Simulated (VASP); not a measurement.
Runs of VASP 6.6.1 on C. The structure is that of space group P6_3/mmc (No. 194), or close to it. The cells are those of the table. 

```csv
task,spin,cell,k mesh,cutoff (eV),gap on the mesh (eV),pressure (GPa),moment (μB),relaxed volume (Å³/atom),largest force (eV/Å)
relaxation of cell and atoms,off,"relaxed from a = 2.648, b = 2.648, c = 9.341 Å, angles 90.0, 90.0, 120.0°, 10 atoms",6 × 6 × 2,600,none,0.1,-,7.51,-
relaxation of cell and atoms,off,"relaxed from a = 2.517, b = 2.517, c = 18.066 Å, angles 90.0, 90.0, 120.0°, 10 atoms",18 × 18 × 2,600,none,0.0,-,9.79,-
single point,off,"a = 2.648, b = 2.648, c = 9.341 Å, angles 90.0, 90.0, 120.0°, 10 atoms",6 × 6 × 2,520,none,46.1,-,-,0.49
single point,"collinear, ferromagnetic start","a = 2.517, b = 2.517, c = 18.066 Å, angles 90.0, 90.0, 120.0°, 10 atoms",6 × 6 × 1,520,none,0.4,0.08,-,(a)
single point,off,"a = 2.484, b = 2.484, c = 19.270 Å, angles 90.0, 90.0, 120.0°, 10 atoms",18 × 18 × 2,520,none,0.3,-,-,(c)
single point,off,"a = 2.517, b = 2.517, c = 18.066 Å, angles 90.0, 90.0, 120.0°, 10 atoms",6 × 6 × 2,520,-,0.4,-,-,0.05
single point,"collinear, ferromagnetic start","a = 2.648, b = 2.648, c = 9.341 Å, angles 90.0, 90.0, 120.0°, 10 atoms",6 × 6 × 2,520,none,46.1,(b),-,0.49
```

Alike in all rows: level PBE; potentials or basis VASP PAW PBE potentials, release 64 (C); smearing gaussian 0.1 eV.

Task: Estimate the missing entries.

Result: (a) 0.04; (b) 0.00; (c) 0.02.

Caveats: some runs use coarse meshes; this functional lacks dispersion, which binds the layers, so the pressure and a relaxed spacing across them are unreliable (some runs); the volume moved by over 15 % at a fixed basis, so the end points are rough (some runs).

A gap of «none» marks levels without a gap at the run's occupations.
